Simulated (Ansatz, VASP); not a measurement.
## W: VASP beside Ansatz

```
W
1.0
    -1.56735    1.59730    1.56735
     1.62725   -1.59730    1.62725
     1.56735    1.59730   -1.56735
W
1
Cartesian
  0.0000 0.0000 0.0000
```

Change from the starting cell: strain +0.0375 x Voigt [0, 0, 0, 0, 1, 0], atoms carried along.

Alike in both runs: task single point; functional PBE; k mesh 20 × 20 × 20; occupations gaussian, width 0.15 eV; no spin polarisation.

|  | VASP | Ansatz |
| --- | --- | --- |
| version | VASP 6.6.1 | Ansatz 0.2.0 |
| potentials or method | VASP PAW PBE potentials, release 64 (W_sv), cutoff 520 eV | scalar-relativistic, plane waves, PAW |
| valence electrons in the cell | 14 | 14 |

Ansatz gave:

- gap on the k mesh at the Fermi level (eV): none
- pressure (GPa): -2.7
- traceless stress, the component that is largest in VASP (GPa): -5.33

Task: Estimate VASP's values.

Result: gap on the k mesh at the Fermi level (eV): none; pressure (GPa): -2.3; traceless stress, the component that is largest in VASP (GPa): -5.41.

A gap of «none» marks a metal or a gap that the smearing closes. The functional is the same, so the differences come from potentials, cutoffs and numerics.

Spin-orbit coupling is off throughout.
